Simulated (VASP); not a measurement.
Input of a VASP 6.6.1 run:

The input INCAR:

```
PREC     = Accurate       # precision mode
ENCUT    = 520            # plane-wave cutoff, eV
EDIFF    = 1E-6           # SCF threshold, eV
ISMEAR   = -1             # smearing method
SIGMA    = 0.05           # smearing width, eV
LREAL    = False          # projectors in reciprocal space
LASPH    = True           # aspherical terms in the spheres
NELM     = 100            # most SCF steps
ALGO     = Normal         # electronic algorithm
ISIF     = 2              # what is computed and relaxed
LWAVE    = False          # write WAVECAR
LCHARG   = False          # write CHGCAR
GGA      = PS             # functional
NBANDS   = 12             # bands
```

KPOINTS

```
Automatic mesh
0
Gamma
  11 11 11
```

File POSCAR:

```
P
1.0
    1.7257251780      0.9963478961      3.1296800121
   -1.7257251780      0.9963478961      3.1296800121
    0.0000000000     -1.9926957921      3.1296800121
P
2
Direct
    0.1725809900      0.1725809900      0.2925809900
    0.8274190100      0.8274190100      0.7074190100
```

Potentials or basis: VASP PAW PBE potentials, release 64 (P).

Launch:

```sh
$ cat potpaw_PBE.64/P/POTCAR > POTCAR
$ mpirun -np 1 vasp_std > vasp.out
```

**Question.** Predict the pressure.

**Answer.** 35.1 GPa.

**Question.** What does it give for the largest force?

**Answer.** 12.360 eV/Å.

Forces on the atoms (eV/Å):
```
P     0.000  10.434   6.626
P     0.000 -10.434  -6.626
```

Caveat: the cell differs from its parent crystal (shortest bond scaled by 0.76); the stress differs along the axes, from 1 to 79 GPa; the PAW data sets were made with another functional, which shifts forces and pressure a little.
